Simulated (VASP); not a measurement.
Crystal: Cu5Mo.

```
CELL_PARAMETERS angstrom
2.73715 0.00000 0.00000
0.00000 2.73715 0.00000
0.00000 0.00000 11.59449
ATOMIC_POSITIONS crystal
Cu 0.50000 0.50000 0.33448
Cu 0.50000 0.50000 0.66552
Cu 0.00000 0.00000 0.17599
Cu 0.00000 0.00000 0.82401
Cu 0.00000 0.00000 0.50000
Mo 0.50000 0.50000 0.00000
```

The cell was generated, and may not be a known phase.

* Program: VASP 6.6.1
* Task: relaxation of cell and atoms
* Functional: PBE
* Potentials or basis: VASP PAW PBE potentials, release 64 (Cu, Mo_sv)
* Cutoff: 600 eV
* k mesh: 6 × 6 × 2
* Occupations: gaussian, width 0.2 eV
* Spin: no spin polarisation

At the start: pressure -15.1 GPa; volume 14.48 Å³/atom.

Task: Where does the relaxation end?

Result: Over 8 steps the energy falls by 106.2 meV/atom and the volume is 12.64 Å³/atom (-12.7 %); space group P4/mmm (No. 123, to 0.1 Å) before and after.

Step by step:
| step | energy change (eV) | largest force (eV/Å) | pressure (GPa) | volume (Å³) |
| --- | --- | --- | --- | --- |
| 1 | 0.0000 | 0.1714 | -15.05 | 86.87 |
| 2 | -0.3786 | 0.5962 | 13.68 | 70.86 |
| 3 | -0.5839 | 0.3337 | 0.14 | 76.12 |
| 4 | -0.5836 | 0.3247 | -0.44 | 76.33 |
| 5 | -0.6016 | 0.2601 | -0.40 | 76.20 |
| 6 | -0.6328 | 0.1612 | 0.05 | 75.79 |
| 7 | -0.6351 | 0.1174 | 0.15 | 75.63 |
| 8 | -0.6375 | 0.0301 | -0.17 | 75.82 |

Final structure:
```xyz
6
Lattice="2.5859 0.0000 0.0000 0.0000 2.5859 0.0000 0.0000 0.0000 11.3387" Properties=species:S:1:pos:R:3 pbc="T T T"
Cu    1.2930    1.2930    3.8770
Cu    1.2930    1.2930    7.4617
Cu    2.5859    0.0000    2.0646
Cu    0.0000    0.0000    9.2741
Cu    0.0000    0.0000    5.6694
Mo    1.2930    1.2930    0.0000
```

Caveat: the k points lie up to 0.40 Å⁻¹ apart in the final cell, too coarse for converged energies and pressures of a metal.
